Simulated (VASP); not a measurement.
Runs of VASP 6.6.1 on ZrS. The structure is that of space group R-3m (No. 166), or close to it. The cells are those of the table. 

```csv
cell,gap on the mesh (eV),pressure (GPa)
"a = 3.947 Å, angles 54.7°, 2 atoms",none,-11.6
"a = 3.765 Å, angles 62.7°, 2 atoms",none,-15.6
"a = 4.044 Å, angles 52.2°, 2 atoms",none,(b)
"a = 3.699 Å, angles 65.4°, 2 atoms",none,-15.4
"a = 3.920 Å, angles 57.3°, 2 atoms",none,-15.6
"a = 3.640 Å, angles 68.1°, 2 atoms",none,(a)
"a = 3.641 Å, angles 65.4°, 2 atoms",none,-11.7
"a = 4.108 Å, angles 52.2°, 2 atoms",none,-15.0
```

Alike in all rows: task single point; level PBEsol; potentials or basis VASP PAW PBE potentials, release 64 (Zr_sv, S); no spin polarisation; k mesh 16 × 16 × 16; cutoff (eV) 520; smearing gaussian 0.15 eV.

Estimate the missing entries.

(a) -15.3; (b) -11.2.

Caveats: the cell stands under tension; the PAW data sets were made with another functional, which shifts forces and pressure a little.

A k mesh can miss the band edges, and the runs leave out spin-orbit coupling on Zr.

A gap of «none» marks levels without a gap at the run's occupations.
